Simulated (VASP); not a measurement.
**SiNi: single point with PBEsol**

SiNi:

```
Si Ni
1.0
     3.03971    0.00000    0.00000
     0.00000    3.28312    0.00000
     0.00000    0.00000    4.63305
Si Ni
2 2
Direct
  0.50000 0.50000 0.84248
  0.00000 0.00000 0.15752
  0.50000 0.50000 0.34377
  0.00000 0.00000 0.65623
```

This cell differs from its parent crystal: biaxial strain in the a-b plane: +1.5 %, then relaxed in part.

```
Program                : VASP 6.6.1
Task                   : single point
Functional             : PBEsol
Potentials or basis    : VASP PAW PBE potentials, release 64 (Si, Ni)
Cutoff                 : 520 eV
k mesh                 : 18 × 16 × 12
Occupations            : gaussian, width 0.1 eV
Spin                   : no spin polarisation
Dipole correction      : no
Further INCAR settings : ALGO = Normal; EDIFF = 1e-06; NBANDS = 22
```

```
Pressure               : -2.9 GPa
Largest force          : 0.007 eV/Å
Band gap on the k mesh : zero (bands 14 and 15 overlap by 2.35 eV)
```

Forces on the atoms (eV/Å):
```
Si   0.000  0.000  0.001
Si   0.000  0.000 -0.001
Ni   0.000  0.000  0.007
Ni   0.000  0.000 -0.007
```

Stress tensor (GPa, compression positive):
```
-4.54  0.00  0.00
 0.00 -4.62  0.00
 0.00  0.00  0.54
```

Levels at points of the mesh, in eV from the Fermi level:
| k point | band 12 | band 13 | band 14 | band 15 | band 16 | band 17 |
| --- | --- | --- | --- | --- | --- | --- |
| (0.00, 0.00, 0.00) | -1.98 | -1.96 | -1.15 | 0.63 | 2.97 | 5.06 |
| (0.50, 0.00, 0.00) | -2.49 | -1.65 | -1.65 | 1.79 | 1.79 | 3.46 |
| (0.00, 0.50, 0.00) | -2.25 | -2.06 | -2.06 | 1.38 | 1.38 | 4.48 |
| (0.50, 0.50, 0.00) | -1.98 | -1.63 | -1.63 | 1.48 | 1.48 | 2.12 |
| (0.00, 0.00, 0.50) | -2.01 | 1.30 | 1.90 | 2.51 | 2.52 | 2.57 |
| (0.50, 0.00, 0.50) | -2.13 | -1.46 | -1.46 | 3.75 | 3.75 | 5.49 |
| (0.00, 0.50, 0.50) | -2.00 | -1.90 | -1.90 | 4.93 | 4.93 | 5.61 |
| (0.50, 0.50, 0.50) | -2.02 | -1.60 | -1.60 | -0.35 | -0.35 | 0.91 |

Wall time 3 min on 1 thread of Intel(R) Xeon(R) 6975P-C (Granite Rapids) (shared host), peak memory 0.6 GiB.

Caveat: the cell differs from its parent crystal (biaxial strain in the a-b plane: +1.5 %, then relaxed in part); the stress differs along the axes, from -5 to 1 GPa; the PAW data sets were made with another functional, which shifts forces and pressure a little. Spin polarisation is off, so any magnetic state and its effect on volume and gap are missing.
